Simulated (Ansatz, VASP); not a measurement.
**Two plane-wave programs on HC4**

File POSCAR:

```
HC4
1.0
    2.5222500000      0.0000000000      0.0000000000
    1.2611250000      2.1843320000      0.0000000000
    0.0000000000      0.0000000000     19.9150770000
C H
8 2
Direct
    0.0000000000      0.0000000000      0.3319600000
    0.3333330000      0.3333330000      0.3578120000
    0.3333330000      0.3333330000      0.4353690000
    0.6666670000      0.6666670000      0.4612210000
    0.6666670000      0.6666670000      0.5387790000
    0.0000000000      0.0000000000      0.5646310000
    0.0000000000      0.0000000000      0.6421880000
    0.3333330000      0.3333330000      0.6680400000
    0.3333330000      0.3333330000      0.7238270000
    0.0000000000      0.0000000000      0.2761730000
```

File INCAR.step1:

```
SYSTEM = HC4
ALGO = Normal
EDIFF = 1E-4
ENCUT = 520
GGA = PE
ISMEAR = 0
LASPH = .True.
LCHARG = .False.
LREAL = .False.
LWAVE = .True.
NELM = 80
PREC = Accurate
SIGMA = 0.01
```

File INCAR.step2:

```
SYSTEM = HC4
ALGO = Normal
EDIFF = 1E-6
EDIFFG = -0.005
ENCUT = 520
IBRION = 2
ISIF = 2
ISMEAR = 0
ISTART = 1
LASPH = .True.
LCHARG = .False.
LMIXTAU = .True.
LREAL = .False.
LWAVE = .False.
METAGGA = R2SCAN
NELM = 80
NSW = 100
PREC = Accurate
SIGMA = 0.01
```

Contents of KPOINTS:

```
k-points
0
Gamma
  8 8 1
  0 0 0
```

Input for Ansatz:

```yaml
crystal:
  lattice:
    - [2.52225, 0.0, 0.0]
    - [1.261125, 2.184332, 0.0]
    - [0.0, 0.0, 19.915077]
  atoms:
    - { symbol: C, position: [0.0, 0.0, 0.33196] }
    - { symbol: C, position: [0.333333, 0.333333, 0.357812] }
    - { symbol: C, position: [0.333333, 0.333333, 0.435369] }
    - { symbol: C, position: [0.666667, 0.666667, 0.461221] }
    - { symbol: C, position: [0.666667, 0.666667, 0.538779] }
    - { symbol: C, position: [0.0, 0.0, 0.564631] }
    - { symbol: C, position: [0.0, 0.0, 0.642188] }
    - { symbol: C, position: [0.333333, 0.333333, 0.66804] }
    - { symbol: H, position: [0.333333, 0.333333, 0.723827] }
    - { symbol: H, position: [0.0, 0.0, 0.276173] }
scf:
  occupations: { method: fixed }
output:
  forces: true
  write_density: true
  write_potential: true
  elf: true
  volumetric_format: npy
hamiltonian:
  xc: r2scan
kpoints:
  mp_grid: { grid: [8, 8, 1] }
relax:
  f_tol: 0.005
  max_steps: 80
```

Alike in both runs: task relaxation of the atoms; functional r2SCAN; k mesh 8 × 8 × 1; no spin polarisation.

|  | VASP | Ansatz |
| --- | --- | --- |
| version | VASP 6.6.1 | Ansatz 0.2.0 |
| potentials or method | VASP PAW PBE potentials, release 64 (C, H) | scalar-relativistic, plane waves, PAW |
| plane-wave cutoff (eV) | 520 | 500 |
| occupations | gaussian, width 0.01 eV | fixed |
| valence electrons in the cell | 34 | 34 |

```tsv
	VASP	Ansatz	Ansatz less VASP
gap on the k mesh at the Fermi level, each at its own relaxed structure (eV)	3.30	3.29	-0.008
```

VASP's potentials were made for PBE, not for r2SCAN. Ansatz's warnings: structure snapped to symmetry, xc potential rough in thin density.
